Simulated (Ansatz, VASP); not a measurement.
# BiTe: VASP beside Ansatz

INCAR

```
PREC     = Accurate       # precision mode
ENCUT    = 600            # plane-wave cutoff, eV
EDIFF    = 1E-6           # SCF threshold, eV
ISMEAR   = 0              # smearing method
SIGMA    = 0.05           # smearing width, eV
LREAL    = F              # projectors in reciprocal space
LASPH    = T              # aspherical terms in the spheres
NELM     = 100            # most SCF steps
ALGO     = Normal         # electronic algorithm
ISIF     = 3              # what is computed and relaxed
LWAVE    = F              # write WAVECAR
LCHARG   = F              # write CHGCAR
GGA      = PE             # functional
IBRION   = 2              # ionic algorithm
NSW      = 100            # ionic steps
EDIFFG   = -0.02          # ionic threshold
```

KPOINTS

```
regular mesh
0
Gamma
  6 6 3
```

File POSCAR:

```
BiTe
1.0
    3.9133058495      0.0000000000      0.0000000000
    0.0000000000      3.9133058495      0.0000000000
    0.0000000000      0.0000000000      7.8266116990
Bi Te
2 2
Direct
    0.0055352926     -0.0415573025      0.0194566636
    0.0208054147      0.0303615078      0.5006618820
    0.5243260543      0.4939975920      0.2415009593
    0.4670536699      0.4892506036      0.7505854808
```

Input for Ansatz:

```yaml
crystal:
  lattice:
    - [3.9133058495, 0.0, 0.0]
    - [0.0, 3.9133058495, 0.0]
    - [0.0, 0.0, 7.826611699]
  atoms:
    - { symbol: Bi, position: [0.0055352926, -0.0415573025, 0.0194566636] }
    - { symbol: Te, position: [0.5243260543, 0.493997592, 0.2415009593] }
    - { symbol: Bi, position: [0.0208054147, 0.0303615078, 0.500661882] }
    - { symbol: Te, position: [0.4670536699, 0.4892506036, 0.7505854808] }
basis:
  ecutwfc: 420
  ecutrho_ratio: 4
kpoints:
  mp_grid: { grid: [6, 6, 3] }
hamiltonian:
  xc: pbe
scf:
  occupations: { method: gaussian, width: 0.05 }
output:
  forces: true
  stress: true
  eigenvalues: true
relax:
  f_tol: 0.02
  max_steps: 80
  cell: { stress_tol: 0.2 }
```

Change from the starting cell: atoms moved at random (sigma 0.1 Å), then relaxed.

Alike in both runs: task relaxation of cell and atoms; functional PBE; k mesh 6 × 6 × 3; occupations gaussian, width 0.05 eV; no spin polarisation.

```csv
,VASP,Ansatz
version,VASP 6.6.1,Ansatz 0.2.0
potentials or method,"VASP PAW PBE potentials, release 64 (Bi_d, Te), cutoff 600 eV","scalar-relativistic, plane waves, PAW"
valence electrons in the cell,42,62
```

Ansatz gave:

* gap on the k mesh at the Fermi level, each at its own relaxed structure (eV): none
* relaxed volume (Å³/atom): 33.85

Which values does VASP return?

gap on the k mesh at the Fermi level, each at its own relaxed structure (eV): none; relaxed volume (Å³/atom): 33.87.

A gap of «none» marks a metal or a gap that the smearing closes. VASP's potentials hold 42 valence electrons a cell and Ansatz's 62, so a difference there can come from the potentials and not from the codes.

Spin-orbit coupling is off throughout.
